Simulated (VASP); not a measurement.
Input of a VASP 6.6.1 run:

Contents of INCAR:

```
SYSTEM = InSb3
PREC = Accurate
ENCUT = 520
EDIFF = 1E-7
ISMEAR = 0
SIGMA = 0.1
LREAL = .FALSE.
LASPH = .TRUE.
NELM = 100
ALGO = Normal
ISIF = 2
LWAVE = .FALSE.
LCHARG = .FALSE.
GGA = PE
NBANDS = 22
```

The input KPOINTS:

```
regular mesh
0
G
  10 10 10
  0 0 0
```

The input POSCAR:

```
InSb3
1.0
    4.8138627010      0.0000000000      0.0000000000
    0.0000000000      4.8138627010      0.0000000000
    0.0000000000      0.0000000000      4.8138627010
In Sb
1 3
Direct
    0.0000000000      0.0000000000      0.0000000000
    0.5000000000      0.0000000000      0.5000000000
    0.0000000000      0.5000000000      0.5000000000
    0.5000000000      0.5000000000      0.0000000000
```

Potentials or basis: VASP PAW PBE potentials, release 64 (In_d, Sb).

The run is started by

```console
$ cat potpaw_PBE.64/In_d/POTCAR potpaw_PBE.64/Sb/POTCAR > POTCAR
$ mpirun -np 1 vasp_std > vasp.out
```

(1) Estimate the pressure.

(2) Predict the band gap on the k mesh.

## Answers

(1) -0.1 GPa.

(2) zero (band 14 reaches 11.24 eV, above the bottom of band 15 at 6.68 eV).

Caveat: spin-orbit coupling is left out, which moves the levels of the heavy elements.
